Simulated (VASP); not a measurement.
A run of VASP 6.6.1:

The input INCAR:

```
SYSTEM = HfN
PREC = Accurate
ENCUT = 520
EDIFF = 1E-6
ISMEAR = 0
SIGMA = 0.15
LREAL = .False.
LASPH = .True.
NELM = 80
ALGO = Normal
ISIF = 2
LWAVE = .False.
LCHARG = .False.
GGA = PS
NBANDS = 14
```

File KPOINTS:

```
Automatic mesh
0
Gamma
  22 22 22
  0 0 0
```

POSCAR

```
HfN
1.0
    0.0000000000      2.3605281007      2.3605281007
    2.3605281007      0.0000000000      2.3605281007
    2.3605281007      2.3605281007      0.0000000000
Hf N
1 1
Direct
    0.0000000000      0.0000000000      0.0000000000
    0.7500000000      0.7500000000      0.7500000000
```

Potentials or basis: VASP PAW PBE potentials, release 64 (Hf_pv, N).

Command:

```bash
$ cat potpaw_PBE.64/Hf_pv/POTCAR potpaw_PBE.64/N/POTCAR > POTCAR
$ mpirun -np 1 vasp_std > vasp.out
```

Hardware: 1 thread of Intel(R) Xeon(R) 6975P-C (Granite Rapids), with other jobs on the host.

Question: How long does it take, and how much memory?

Answer: It took 54 s on 1 thread of Intel(R) Xeon(R) 6975P-C (Granite Rapids) (shared host), peak memory 0.26 GiB. Counts: scf iterations 13, k points 328.
